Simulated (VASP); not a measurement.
A run of VASP 6.6.1 is set up as follows.

File POSCAR:

```
KCl
1.0
    5.5821324203      0.0000000000      0.0000000000
   -2.7910662101      4.8342684833      0.0000000000
    0.0000000000      0.0000000000      6.1775118346
K Cl
2 2
Direct
    0.3333333333      0.6666666667     -0.0625000000
    0.6666666667      0.3333333333      0.4375000000
    0.3333333333      0.6666666667      0.4375000000
    0.6666666667      0.3333333333      0.9375000000
```

The input INCAR.step1:

```
  ALGO = Normal
  EDIFF = 1E-4
  ENCUT = 520
  GGA = PE
  ISMEAR = 0
  LASPH = True
  LCHARG = False
  LREAL = False
  LWAVE = True
  NBANDS = 24
  NELM = 100
  PREC = Accurate
  SIGMA = 0.01
```

INCAR.step2

```
  ALGO = Normal
  EDIFF = 1E-6
  ENCUT = 520
  ISIF = 2
  ISMEAR = 0
  ISTART = 1
  LASPH = True
  LCHARG = False
  LMIXTAU = True
  LREAL = False
  LWAVE = False
  METAGGA = R2SCAN
  NBANDS = 24
  NELM = 100
  PREC = Accurate
  SIGMA = 0.01
```

Contents of KPOINTS:

```
k-points
0
Gamma
  6 6 4
```

Potentials or basis: VASP PAW PBE potentials, release 64 (K_sv, Cl).

The run is started by

```bash
$ cat potpaw_PBE.64/K_sv/POTCAR potpaw_PBE.64/Cl/POTCAR > POTCAR
$ cp INCAR.step1 INCAR
$ mpirun -np 1 vasp_std > vasp.out
$ cp INCAR.step2 INCAR
$ mpirun -np 1 vasp_std > vasp.out
```

(1) What does it give for the pressure?

(2) Estimate the band gap on the k mesh.

## Answers

(1) -0.8 GPa.

(2) 5.22 eV.

Caveat: the cell differs from its parent crystal (epitaxial xy strain +4.5%); the structure was generated, so it needn't be the stable form of KCl; the PAW data sets were made with another functional, which shifts forces and pressure a little.
